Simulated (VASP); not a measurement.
Input of a VASP 6.6.1 run:

Contents of INCAR:

```
SYSTEM = AlNi
  PREC = Accurate
  ENCUT = 520
  EDIFF = 1E-7
  ISMEAR = -1
  SIGMA = 0.05
  LREAL = .False.
  LASPH = .True.
  NELM = 150
  ALGO = Normal
  ISIF = 2
  LWAVE = .False.
  LCHARG = .False.
  ISPIN = 2
  MAGMOM = 1 0
  LORBIT = 11
  LMAXMIX = 4
  GGA = RE
  IVDW = 12
  NBANDS = 18
```

File KPOINTS:

```
Automatic mesh
0
Gamma
  9 9 9
  0 0 0
```

File POSCAR:

```
AlNi
1.0
    2.8400980561      0.0000000000      0.0000000000
    0.0000000000      2.8400980561      0.0000000000
    0.0000000000      0.0000000000      2.8400980561
Ni Al
1 1
Direct
    0.5000000000      0.5000000000      0.5000000000
    0.0000000000      0.0000000000      0.0000000000
```

Potentials or basis: VASP PAW PBE potentials, release 64 (Ni, Al).

Command:

```bash
$ cat potpaw_PBE.64/Ni/POTCAR potpaw_PBE.64/Al/POTCAR > POTCAR
$ mpirun -np 1 vasp_std > vasp.out
```

(1) Estimate the dispersion energy per atom.

(2) Predict the net moment.

(3) Estimate the pressure.

## Answers

(1) -0.887 eV.

(2) 0.00 μB per cell.

(3) -0.2 GPa.

Caveat: the PAW data sets were made with another functional, which shifts forces and pressure a little; pairwise dispersion overbinds metals, which lowers pressure and volume.
